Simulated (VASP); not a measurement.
# Y (P-3m1) in VASP: single point with PBE

Aim: the single point of Y with PBE.

Program: VASP 6.6.1. These are calculated values, not measurements. Logs are shortened: lines on timing, memory, paths and dates and some standing lists are left out, and cuts for length are marked.

### 1 The cell of the first run

Symmetry: P-3m1, No. 164, trigonal system. Conventional cell: a = 3.651 Å, b = 3.651 Å, c = 5.747 Å, α = 90.00°, β = 90.00°, γ = 120.00°. Y (site symmetry 3m) has 12 Y at 3.40 to 3.73 Å within 4.5 Å.

### 2 Single point, PBE (atom 1 (Y) moved by (+0.000, -0.200) A along [1 1 0] and z)

INCAR

```
PREC     = Accurate       # precision mode
ENCUT    = 520            # plane-wave cutoff, eV
EDIFF    = 1E-6           # SCF threshold, eV
ISMEAR   = 0              # smearing method
SIGMA    = 0.15           # smearing width, eV
LREAL    = F              # projectors in reciprocal space
LASPH    = T              # aspherical terms in the spheres
NELM     = 60             # most SCF steps
ALGO     = Fast           # electronic algorithm
ISIF     = 2              # what is computed and relaxed
LWAVE    = F              # write WAVECAR
LCHARG   = T              # write CHGCAR
GGA      = PE             # functional
LELF     = T              # ELF
LVHAR    = T            
NBANDS   = 18             # bands
```

KPOINTS

```
Automatic mesh
0
Gamma
  18 18 8
```

POSCAR

```
Y
1.0
    3.6514992371      0.0000000000      0.0000000000
   -1.8257496185      3.1622911012      0.0000000000
    0.0000000000      0.0000000000      5.7474000000
Y
2
Direct
    0.3333333333      0.6666666667      0.2152016564
    0.6666666667      0.3333333333      0.7500000000
```

Potentials or basis: VASP PAW PBE potentials, release 64 (Y_sv).

Command:

```sh
$ cat potpaw_PBE.64/Y_sv/POTCAR > POTCAR
$ mpirun -np 1 vasp_std > vasp.out
```

OUTCAR:

```text
PREC = Accurate
   ENCUT = 520
   EDIFF = 1E-6
   ISMEAR = 0
   LREAL = F
   LASPH = T
   NELM = 60
   ISIF = 2
   GGA = PE

 ion  position               nearest neighbor table
   1  0.333  0.667  0.215-   2 3.40   2 3.40   2 3.40   2 3.73   2 3.73   2 3.73
   2  0.667  0.333  0.750-   1 3.40   1 3.40   1 3.40   1 3.73   1 3.73   1 3.73

  LATTYP: Found a hexagonal cell.
 ALAT       =     3.6514992371
 C/A-ratio  =     1.5739836234

  Lattice vectors:

 A1 = (   3.6514992371,   0.0000000000,   0.0000000000)
 A2 = (  -1.8257496185,   3.1622911012,   0.0000000000)
 A3 = (   0.0000000000,   0.0000000000,   5.7474000000)

Analysis of symmetry for initial positions (statically):
=====================================================================
 Subroutine PRICEL returns:
 Original cell was already a primitive cell.

 Routine SETGRP: Setting up the symmetry group for a
 hexagonal supercell.

 Subroutine GETGRP returns: Found 12 space group operations
 (whereof  6 operations were pure point group operations)
 out of a pool of 24 trial point group operations.

The static configuration has the point symmetry C_3v.
 The point group associated with its full space group is D_3d.

Analysis of symmetry for dynamics (positions and initial velocities):
=====================================================================
 Subroutine PRICEL returns:
 Original cell was already a primitive cell.

 Routine SETGRP: Setting up the symmetry group for a
 hexagonal supercell.

 Subroutine GETGRP returns: Found 12 space group operations
 (whereof  6 operations were pure point group operations)
 out of a pool of 24 trial point group operations.

The dynamic configuration has the point symmetry C_3v.
 The point group associated with its full space group is D_3d.

 Subroutine INISYM returns: Found 12 space group operations
 (whereof  6 operations are pure point group operations),
 and found     1 'primitive' translations

----------------------------------------------------------------------------------------

                                     Primitive cell

  volume of cell :      66.3658

  direct lattice vectors                    reciprocal lattice vectors
     3.651499237  0.000000000  0.000000000     0.273860115  0.158113211  0.000000000
    -1.825749618  3.162291101  0.000000000     0.000000000  0.316226422  0.000000000
     0.000000000  0.000000000  5.747400000     0.000000000  0.000000000  0.173991718

  length of vectors
     3.651499237  3.651499237  5.747400000     0.316226422  0.316226422  0.173991718

  position of ions in fractional coordinates (direct lattice)
     0.333333333  0.666666667  0.215201656
     0.666666667  0.333333333  0.750000000

  ion indices of the primitive-cell ions
   primitive index   ion index
                 1           1
                 2           2

----------------------------------------------------------------------------------------

 KPOINTS: Automatic mesh

Automatic generation of k-mesh.
 Grid dimensions read from file:
 generate k-points for:   18   18    8

 Generating k-lattice:

  Cartesian coordinates                     Fractional coordinates (reciprocal lattice)
     0.015214451  0.008784067  0.000000000     0.055555556  0.000000000  0.000000000
     0.000000000  0.017568135  0.000000000     0.000000000  0.055555556  0.000000000
     0.000000000  0.000000000  0.021748965     0.000000000  0.000000000  0.125000000

  Length of vectors
     0.017568135  0.017568135  0.021748965

  Shift w.r.t. Gamma in fractional coordinates (k-lattice)
     0.000000000  0.000000000  0.000000000

 Subroutine IBZKPT returns following result:
 ===========================================

 Found    266 irreducible k-points:

 Following reciprocal coordinates:
            Coordinates               Weight
  0.000000  0.000000  0.000000      1.000000
  0.055556 -0.000000  0.000000      6.000000
  0.111111 -0.000000  0.000000      6.000000
  0.166667  0.000000  0.000000      6.000000
  0.222222  0.000000  0.000000      6.000000
  0.277778 -0.000000  0.000000      6.000000
[... 16 lines left out ...]
  0.333333  0.111111  0.000000     12.000000
  0.388889  0.111111  0.000000     12.000000
 [... further k-points ...]
   k-points           NKPTS =    266   k-points in BZ     NKDIM =    266   number of bands    NBANDS=     18
   number of dos      NEDOS =    301   number of ions     NIONS =      2
   total plane-waves  NPLWV =  37632
   dimension x,y,z NGX =    28 NGY =   28 NGZ =   48
   dimension x,y,z NGXF=    56 NGYF=   56 NGZF=   96
   ions per type =               2
   NGX,Y,Z   is equivalent  to a cutoff of  12.75, 12.75, 13.88 a.u.
   NGXF,Y,Z  is equivalent  to a cutoff of  25.50, 25.50, 27.77 a.u.
 SYSTEM =  unknown system
   PREC   = accura    normal or accurate (medium, high low for compatibility)
   ISTART =      0    job   : 0-new  1-cont  2-samecut
   ICHARG =      2    charge: 1-file 2-atom 10-const
   ISPIN  =      1    spin polarized calculation?
   LNONCOLLINEAR =      F non collinear calculations
   LSORBIT =      F    spin-orbit coupling
   LASPH  =      T    aspherical Exc in radial PAW
   ENCUT  =  520.0 eV  38.22 Ry    6.18 a.u.   6.79  6.79 10.69*2*pi/ulx,y,z
   NELM   =     60;   NELMIN=  2; NELMDL= -5     # of ELM steps
   EDIFF  = 0.1E-05   stopping-criterion for ELM
   LREAL  =      F    real-space projection
   EDIFFG = 0.1E-04   stopping-criterion for IOM
   NSW    =      0    number of steps for IOM
   IBRION =     -1    ionic relax: 0-MD 1-quasi-New 2-CG
   NFREE  =      0    steps in history (QN), initial steepest desc. (CG)
   ISIF   =      2    stress and relaxation
   ISYM   =      2    0-nonsym 1-usesym 2-fastsym
   POTIM  = 0.5000    time-step for ionic-motion
   TEBEG  =    0.0;   TEEND  =   0.0 temperature during run
   PSTRESS=    0.0 pullay stress
   NELECT =      22.0000    total number of electrons
   NUPDOWN=      -1.0000    fix difference up-down
   EMIN   =  10.00;   EMAX   =-10.00  energy-range for DOS
   EFERMI =   0.00;   METHOD = LEGACY
   ISMEAR =     0;   SIGMA  =   0.15  broadening in eV -4-tet -1-fermi 0-gaus
   EFERMI_NEDOS =   21; number of points for ismear=-14 and -15
   IALGO  =     68    algorithm
   IMIX   =      4    mixing-type and parameters
     AMIX     =   0.40;   BMIX     =  1.00
     AMIX_MAG =   1.60;   BMIX_MAG =  1.00
  volume/ion in A,a.u.               =      33.18       223.93
  Fermi-wavevector in a.u.,A,eV,Ry     =   1.133011  2.141081 17.465997  1.283715
  Thomas-Fermi vector in A             =   2.269713
   LORBIT       =      0    0 simple, 1 ext, 2 COOP (PROOUT), +10 PAW based schemes
   GGA     = PE    functional components
   LHFCALC =     F    Hartree Fock is set to
   AEXX    =    0.0000 exact exchange contribution
   IVDW    =     0    specifies the selected vdW correction
   LEPSILON=     F    determine dielectric tensor
   LRPA    =     F    only Hartree local field effects (RPA)
 non-spin polarized calculation
 RMM-DIIS sequential band-by-band and
 Gauss-broadening in eV      SIGMA  =   0.15
  energy-cutoff  :      520.00
  volume of cell :       66.37
 maximum number of plane-waves:      1818
   NGX = 13   NGY = 13   NGZ = 21

 number of electron      22.0000001 magnetization

 Free energy of the ion-electron system (eV)
  ---------------------------------------------------
  ext. energy  EPLUGINS =         0.00000000
  ---------------------------------------------------
  free energy    TOTEN  =       -12.81909514 eV

  energy without entropy =      -12.77250931  energy(sigma->0) =      -12.79580223

 E-fermi :   2.9254     XC(G=0):  -9.3750

 val. band max:        2.9185588948   @ k =   0.3889   0.0556   0.5000
 cond. band min:       2.9294296004   @ k =  -0.1667   0.4444   0.2500
 fundamental gap:      0.0108707056
 Fermi energy:         2.9253558290

 k-point     1 :       0.0000    0.0000    0.0000
  band No.  band energies     occupation
      1     -39.7468      2.00000
      2     -39.6668      2.00000
      3     -20.0241      2.00000
      4     -19.5534      2.00000
      5     -19.5534      2.00000
      6     -19.4550      2.00000
[... 10 lines left out ...]
     17       5.8804      0.00000
     18       5.8804      0.00000

 k-point     2 :       0.0556   -0.0000    0.0000
  band No.  band energies     occupation
      1     -39.7452      2.00000
      2     -39.6664      2.00000
      3     -20.0189      2.00000
      4     -19.5655      2.00000
      5     -19.5572      2.00000
      6     -19.4663      2.00000
[... 10 lines left out ...]
     17       5.7884      0.00000
     18       5.8405      0.00000

 k-point     3 :       0.1111   -0.0000    0.0000
  band No.  band energies     occupation
      1     -39.7407      2.00000
      2     -39.6650      2.00000
      3     -20.0038      2.00000
      4     -19.5998      2.00000
      5     -19.5682      2.00000
      6     -19.4985      2.00000
[... 10 lines left out ...]
     17       5.5840      0.00000
     18       5.7897      0.00000

 k-point     4 :       0.1667    0.0000    0.0000
  band No.  band energies     occupation
      1     -39.7336      2.00000
      2     -39.6631      2.00000
      3     -19.9800      2.00000
      4     -19.6508      2.00000
      5     -19.5845      2.00000
      6     -19.5465      2.00000
[... 375 lines left out ...]
      4     -19.8236      2.00000
      5     -19.7281      2.00000
      6     -19.6385      2.00000
[... 10 lines left out ...]
     17       6.8667      0.00000
     18       7.4836      0.00000

 k-point    23 :       0.3333    0.1111    0.0000
  band No.  band energies     occupation
      1     -39.6927      2.00000
      2     -39.6587      2.00000
      3     -19.8891      2.00000
      4     -19.8485      2.00000
      5     -19.7326      2.00000
      6     -19.6643      2.00000
[... 10 lines left out ...]
     17       7.3630      0.00000
     18       8.0141      0.00000

 k-point    24 :       0.3889    0.1111    0.0000
  band No.  band energies     occupation
      1     -39.6861      2.00000
      2     -39.6597      2.00000
      3     -19.9123      2.00000
      4     -19.8534      2.00000
      5     -19.7188      2.00000
      6     -19.6839      2.00000
[... 10 lines left out ...]
     17       7.7387      0.00000
     18       8.2312      0.00000

 [... further k-points ...]
[... 5 lines left out ...]
  --------------------------------------------------------------------------------------
  -------------------------------------------------------------------------------------
  Total       -0.0911044     -0.0911044      0.0692439     -0.0000000      0.0000000     -0.0000000
  in kB       -2.1994051     -2.1994051      1.6716586     -0.0000000      0.0000000     -0.0000000
  external PRESSURE =      -0.9090505 kB  Pullay stress =       0.0000000 kB

 VOLUME and BASIS-vectors are now :
 -----------------------------------------------------------------------------
  energy-cutoff  :      520.00
  volume of cell :       66.37
      direct lattice vectors                 reciprocal lattice vectors
     3.651499237  0.000000000  0.000000000     0.273860115  0.158113211  0.000000000
    -1.825749618  3.162291101  0.000000000     0.000000000  0.316226422  0.000000000
     0.000000000  0.000000000  5.747400000     0.000000000  0.000000000  0.173991718

 POSITION                                       TOTAL-FORCE (eV/Angst)
 -----------------------------------------------------------------------------------
     -0.00000      2.10819      1.23685         0.000000      0.000000      0.681241
      1.82575      1.05410      4.31055        -0.000000     -0.000000     -0.681241
 -----------------------------------------------------------------------------------
    total drift:                               -0.000000      0.000000      0.000002

  FREE ENERGIE OF THE ION-ELECTRON SYSTEM (eV)
  ---------------------------------------------------
  free  energy   TOTEN  =       -12.8190951395 eV

  energy  without entropy=      -12.7725093131  energy(sigma->0) =      -12.79580223
```

Wall time 12 min (1 thread of Intel Xeon Platinum 8375C at 2.90GHz (Ice Lake), shared host); peak memory 0.42 GiB.

What came out:

```yaml
Free_energy: -12.8191 eV
Pressure: -0.1 GPa
Largest_force: 0.681 eV/Å
Band_gap_on_the_k_mesh: zero (bands 11 and 12 overlap by 1.20 eV)
```

Forces in eV/Å, atoms in the order of the input:
```
Y    0.000  0.000  0.681
Y    0.000  0.000 -0.681
```

Levels at points of the mesh, in eV from the Fermi level:
| k point | band 8 | band 9 | band 10 | band 11 | band 12 | band 13 | band 14 | band 15 |
| --- | --- | --- | --- | --- | --- | --- | --- | --- |
| (0.00, 0.00, 0.00) | -22.35 | -4.63 | -1.84 | 0.79 | 1.73 | 1.73 | 2.22 | 2.22 |
| (0.50, 0.00, 0.00) | -22.43 | -1.63 | -1.20 | -0.73 | -0.08 | 1.37 | 1.48 | 2.17 |
| (0.00, 0.00, 0.50) | -22.40 | -3.29 | -3.14 | 0.47 | 1.54 | 1.64 | 1.64 | 1.68 |
| (0.50, 0.00, 0.50) | -22.47 | -1.63 | -1.57 | -0.04 | 0.22 | 1.27 | 1.59 | 2.45 |

Caveat: the cell differs from its parent crystal (atom 1 (Y) moved by (+0.000, -0.200) A along [1 1 0] and z).
